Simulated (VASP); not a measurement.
# Tl (Pm-3m) in VASP: single point with PBEsol

Aim: the single point of Tl with PBEsol.

Program: VASP 6.6.1. These are calculated values, not measurements. Logs are shortened: lines on timing, memory, paths and dates and some standing lists are left out, and cuts for length are marked.

### Step 1. The cell of the first run

Symmetry: Pm-3m, No. 221, cubic system. Conventional cell: a = 4.860 Å, b = 4.860 Å, c = 4.860 Å, α = 90.00°, β = 90.00°, γ = 90.00°. Tl (site symmetry 4/mmm) has 8 Tl at 3.44 Å within 4.5 Å.

### Step 2. Single point, PBEsol

Contents of INCAR:

```
SYSTEM = Tl
ALGO = Normal
EDIFF = 1E-6
ENCUT = 520
GGA = PS
ISIF = 2
ISMEAR = 1
LASPH = .True.
LCHARG = .False.
LREAL = .False.
LWAVE = .False.
NBANDS = 26
NELM = 100
PREC = Accurate
SIGMA = 0.1
```

Contents of KPOINTS:

```
k-points
0
Gamma
  5 5 5
  0 0 0
```

Contents of POSCAR:

```
Tl
1.0
    4.8595360000      0.0000000000      0.0000000000
    0.0000000000      4.8595360000      0.0000000000
    0.0000000000      0.0000000000      4.8595360000
Tl
3
Direct
    0.0000000000      0.5000000000      0.5000000000
    0.5000000000      0.0000000000      0.5000000000
    0.5000000000      0.5000000000      0.0000000000
```

Potentials or basis: VASP PAW PBE potentials, release 64 (Tl_d).

On the command line:

```bash
$ cat potpaw_PBE.64/Tl_d/POTCAR > POTCAR
$ mpirun -np 1 vasp_std > vasp.out
```

OUTCAR:

```text
SYSTEM = Tl
   EDIFF = 1E-6
   ENCUT = 520
   GGA = PS
   ISIF = 2
   ISMEAR = 1
   LASPH = .True.
   LREAL = .False.
   NELM = 100
   PREC = Accurate

 ion  position               nearest neighbor table
   1  0.000  0.500  0.500-   2 3.44   3 3.44   3 3.44   2 3.44   2 3.44   3 3.44   3 3.44   2 3.44

   2  0.500  0.000  0.500-   1 3.44   3 3.44   3 3.44   1 3.44   3 3.44   3 3.44   1 3.44   1 3.44

   3  0.500  0.500  0.000-   1 3.44   2 3.44   1 3.44   2 3.44   2 3.44   2 3.44   1 3.44   1 3.44

  LATTYP: Found a simple cubic cell.
 ALAT       =     4.8595360000

  Lattice vectors:

 A1 = (   4.8595360000,   0.0000000000,   0.0000000000)
 A2 = (   0.0000000000,   4.8595360000,   0.0000000000)
 A3 = (   0.0000000000,   0.0000000000,   4.8595360000)

Analysis of symmetry for initial positions (statically):
=====================================================================
 Subroutine PRICEL returns:
 Original cell was already a primitive cell.

 Routine SETGRP: Setting up the symmetry group for a
 simple cubic supercell.

 Subroutine GETGRP returns: Found 48 space group operations
 (whereof 48 operations were pure point group operations)
 out of a pool of 48 trial point group operations.

The static configuration has the point symmetry O_h .

Analysis of symmetry for dynamics (positions and initial velocities):
=====================================================================
 Subroutine PRICEL returns:
 Original cell was already a primitive cell.

 Routine SETGRP: Setting up the symmetry group for a
 simple cubic supercell.

 Subroutine GETGRP returns: Found 48 space group operations
 (whereof 48 operations were pure point group operations)
 out of a pool of 48 trial point group operations.

The dynamic configuration has the point symmetry O_h .

 Subroutine INISYM returns: Found 48 space group operations
 (whereof 48 operations are pure point group operations),
 and found     1 'primitive' translations

----------------------------------------------------------------------------------------

                                     Primitive cell

  volume of cell :     114.7584

  direct lattice vectors                    reciprocal lattice vectors
     4.859536000  0.000000000  0.000000000     0.205780963  0.000000000  0.000000000
     0.000000000  4.859536000  0.000000000     0.000000000  0.205780963  0.000000000
     0.000000000  0.000000000  4.859536000     0.000000000  0.000000000  0.205780963

  length of vectors
     4.859536000  4.859536000  4.859536000     0.205780963  0.205780963  0.205780963

  position of ions in fractional coordinates (direct lattice)
     0.000000000  0.500000000  0.500000000
     0.500000000  0.000000000  0.500000000
     0.500000000  0.500000000  0.000000000

  ion indices of the primitive-cell ions
   primitive index   ion index
                 1           1
                 2           2
                 3           3

----------------------------------------------------------------------------------------

 KPOINTS: k-points

Automatic generation of k-mesh.
 Grid dimensions read from file:
 generate k-points for:    5    5    5

 Generating k-lattice:

  Cartesian coordinates                     Fractional coordinates (reciprocal lattice)
     0.041156193  0.000000000  0.000000000     0.200000000  0.000000000  0.000000000
     0.000000000  0.041156193  0.000000000     0.000000000  0.200000000  0.000000000
     0.000000000  0.000000000  0.041156193     0.000000000  0.000000000  0.200000000

  Length of vectors
     0.041156193  0.041156193  0.041156193

  Shift w.r.t. Gamma in fractional coordinates (k-lattice)
     0.000000000  0.000000000  0.000000000

 Subroutine IBZKPT returns following result:
 ===========================================

 Found     10 irreducible k-points:

 Following reciprocal coordinates:
            Coordinates               Weight
  0.000000  0.000000  0.000000      1.000000
  0.200000  0.000000  0.000000      6.000000
  0.400000  0.000000  0.000000      6.000000
  0.200000  0.200000  0.000000     12.000000
  0.400000  0.200000  0.000000     24.000000
  0.400000  0.400000  0.000000     12.000000
  0.200000  0.200000  0.200000      8.000000
  0.400000  0.200000  0.200000     24.000000
  0.400000  0.400000  0.200000     24.000000
  0.400000  0.400000  0.400000      8.000000
   k-points           NKPTS =     10   k-points in BZ     NKDIM =     10   number of bands    NBANDS=     26
   number of dos      NEDOS =    301   number of ions     NIONS =      3
   total plane-waves  NPLWV =  46656
   dimension x,y,z NGX =    36 NGY =   36 NGZ =   36
   dimension x,y,z NGXF=    72 NGYF=   72 NGZF=   72
   ions per type =               3
   NGX,Y,Z   is equivalent  to a cutoff of  12.32, 12.32, 12.32 a.u.
   NGXF,Y,Z  is equivalent  to a cutoff of  24.63, 24.63, 24.63 a.u.
 SYSTEM =  Tl
   PREC   = accura    normal or accurate (medium, high low for compatibility)
   ISTART =      0    job   : 0-new  1-cont  2-samecut
   ICHARG =      2    charge: 1-file 2-atom 10-const
   ISPIN  =      1    spin polarized calculation?
   LNONCOLLINEAR =      F non collinear calculations
   LSORBIT =      F    spin-orbit coupling
   LASPH  =      T    aspherical Exc in radial PAW
   ENCUT  =  520.0 eV  38.22 Ry    6.18 a.u.   9.04  9.04  9.04*2*pi/ulx,y,z
   NELM   =    100;   NELMIN=  2; NELMDL= -5     # of ELM steps
   EDIFF  = 0.1E-05   stopping-criterion for ELM
   LREAL  =      F    real-space projection
   EDIFFG = 0.1E-04   stopping-criterion for IOM
   NSW    =      0    number of steps for IOM
   IBRION =     -1    ionic relax: 0-MD 1-quasi-New 2-CG
   NFREE  =      0    steps in history (QN), initial steepest desc. (CG)
   ISIF   =      2    stress and relaxation
   ISYM   =      2    0-nonsym 1-usesym 2-fastsym
   POTIM  = 0.5000    time-step for ionic-motion
   TEBEG  =    0.0;   TEEND  =   0.0 temperature during run
   PSTRESS=    0.0 pullay stress
   NELECT =      39.0000    total number of electrons
   NUPDOWN=      -1.0000    fix difference up-down
   EMIN   =  10.00;   EMAX   =-10.00  energy-range for DOS
   EFERMI =   0.00;   METHOD = LEGACY
   ISMEAR =     1;   SIGMA  =   0.10  broadening in eV -4-tet -1-fermi 0-gaus
   EFERMI_NEDOS =   21; number of points for ismear=-14 and -15
   IALGO  =     38    algorithm
   IMIX   =      4    mixing-type and parameters
     AMIX     =   0.40;   BMIX     =  1.00
     AMIX_MAG =   1.60;   BMIX_MAG =  1.00
  volume/ion in A,a.u.               =      38.25       258.14
  Fermi-wavevector in a.u.,A,eV,Ry     =   1.142444  2.158906 17.758027  1.305178
  Thomas-Fermi vector in A             =   2.279142
   LORBIT       =      0    0 simple, 1 ext, 2 COOP (PROOUT), +10 PAW based schemes
   GGA     = PS    functional components
   LHFCALC =     F    Hartree Fock is set to
   AEXX    =    0.0000 exact exchange contribution
   IVDW    =     0    specifies the selected vdW correction
   LEPSILON=     F    determine dielectric tensor
   LRPA    =     F    only Hartree local field effects (RPA)
 non-spin polarized calculation
 Methfessel and Paxton  Order N= 1 SIGMA  =   0.10
  energy-cutoff  :      520.00
  volume of cell :      114.76
 maximum number of plane-waves:      3100
   NGX = 19   NGY = 19   NGZ = 19

 number of electron      39.0000009 magnetization

 Free energy of the ion-electron system (eV)
  ---------------------------------------------------
  ext. energy  EPLUGINS =         0.00000000
  ---------------------------------------------------
  free energy    TOTEN  =        -7.23656200 eV

  energy without entropy =       -7.23893527  energy(sigma->0) =       -7.23735309

 E-fermi :   3.8677     XC(G=0):  -8.8364

 val. band max:        3.7771148899   @ k =   0.2000   0.2000   0.0000
 cond. band min:       4.2064410473   @ k =   0.4000   0.2000   0.2000
 fundamental gap:      0.4293261575
 Fermi energy:         3.8676828215

 k-point     1 :       0.0000    0.0000    0.0000
  band No.  band energies     occupation
      1      -7.9602      2.00000
      2      -7.9570      2.00000
      3      -7.9570      2.00000
      4      -7.9570      2.00000
      5      -7.7637      2.00000
      6      -7.7637      2.00000
[... 18 lines left out ...]
     25       8.4811      0.00000
     26      10.4335      0.00000

 k-point     2 :       0.2000    0.0000    0.0000
  band No.  band energies     occupation
      1      -7.9459      2.00000
      2      -7.9063      2.00000
      3      -7.8951      2.00000
      4      -7.8951      2.00000
      5      -7.7527      2.00000
      6      -7.7179      2.00000
[... 18 lines left out ...]
     25       8.3438      0.00000
     26       9.0710      0.00000

 k-point     3 :       0.4000    0.0000    0.0000
  band No.  band energies     occupation
      1      -7.9268      2.00000
      2      -7.7943      2.00000
      3      -7.7291      2.00000
      4      -7.7291      2.00000
      5      -7.7289      2.00000
      6      -7.6149      2.00000
[... 18 lines left out ...]
     25       7.3769      0.00000
     26      10.3392      0.00000

 k-point     4 :       0.2000    0.2000    0.0000
  band No.  band energies     occupation
      1      -7.9051      2.00000
      2      -7.8917      2.00000
      3      -7.8643      2.00000
      4      -7.8283      2.00000
      5      -7.7250      2.00000
      6      -7.6808      2.00000
[... 18 lines left out ...]
     25       8.3839      0.00000
     26       9.2785      0.00000
[... 90 lines left out ...]
      1      -7.8712      2.00000
      2      -7.7884      2.00000
      3      -7.7564      2.00000
      4      -7.6911      2.00000
      5      -7.6637      2.00000
      6      -7.6173      2.00000
[... 18 lines left out ...]
     25       9.5289      0.00000
     26       9.9736      0.00000

 k-point     9 :       0.4000    0.4000    0.2000
  band No.  band energies     occupation
      1      -7.8316      2.00000
      2      -7.7778      2.00000
      3      -7.7523      2.00000
      4      -7.7322      2.00000
      5      -7.6907      2.00000
      6      -7.6420      2.00000
[... 18 lines left out ...]
     25       9.4258      0.00000
     26      10.1380      0.00000

 k-point    10 :       0.4000    0.4000    0.4000
  band No.  band energies     occupation
      1      -7.8556      2.00000
      2      -7.8067      2.00000
      3      -7.8067      2.00000
      4      -7.7428      2.00000
      5      -7.7355      2.00000
      6      -7.7355      2.00000
[... 18 lines left out ...]
     25      10.9012      0.00000
     26      12.0769      0.00000

------------------------ aborting loop because EDIFF is reached ----------------------------------------

  FORCE on cell =-STRESS in cart. coord.  units (eV):
  Direction    XX          YY          ZZ          XY          YZ          ZX
  --------------------------------------------------------------------------------------
  -------------------------------------------------------------------------------------
  Total       -2.1285835     -2.1285835     -2.1285835      0.0000000     -0.0000000      0.0000000
  in kB      -29.7178145    -29.7178145    -29.7178145      0.0000000     -0.0000000      0.0000000
  external PRESSURE =     -29.7178145 kB  Pullay stress =       0.0000000 kB

 VOLUME and BASIS-vectors are now :
 -----------------------------------------------------------------------------
  energy-cutoff  :      520.00
  volume of cell :      114.76
      direct lattice vectors                 reciprocal lattice vectors
     4.859536000  0.000000000  0.000000000     0.205780963  0.000000000  0.000000000
     0.000000000  4.859536000  0.000000000     0.000000000  0.205780963  0.000000000
     0.000000000  0.000000000  4.859536000     0.000000000  0.000000000  0.205780963

 POSITION                                       TOTAL-FORCE (eV/Angst)
 -----------------------------------------------------------------------------------
      0.00000      2.42977      2.42977         0.000000      0.000000      0.000000
      2.42977      0.00000      2.42977         0.000000      0.000000      0.000000
      2.42977      2.42977      0.00000         0.000000      0.000000      0.000000
 -----------------------------------------------------------------------------------
    total drift:                                0.000000      0.000000      0.000000

  FREE ENERGIE OF THE ION-ELECTRON SYSTEM (eV)
  ---------------------------------------------------
  free  energy   TOTEN  =        -7.2365620009 eV

  energy  without entropy=       -7.2389352706  energy(sigma->0) =       -7.23735309
```

It took 46 s on 1 thread of Intel Xeon 6975P-C, shared host; peak memory 0.21 GiB.

Results:

| Quantity | Value |
| --- | --- |
| Free energy | -7.2366 eV |
| Pressure | -3.0 GPa |

Caveat: the PAW data sets were made with another functional, which shifts forces and pressure a little; spin-orbit coupling is left out, which moves the levels of the heavy elements.
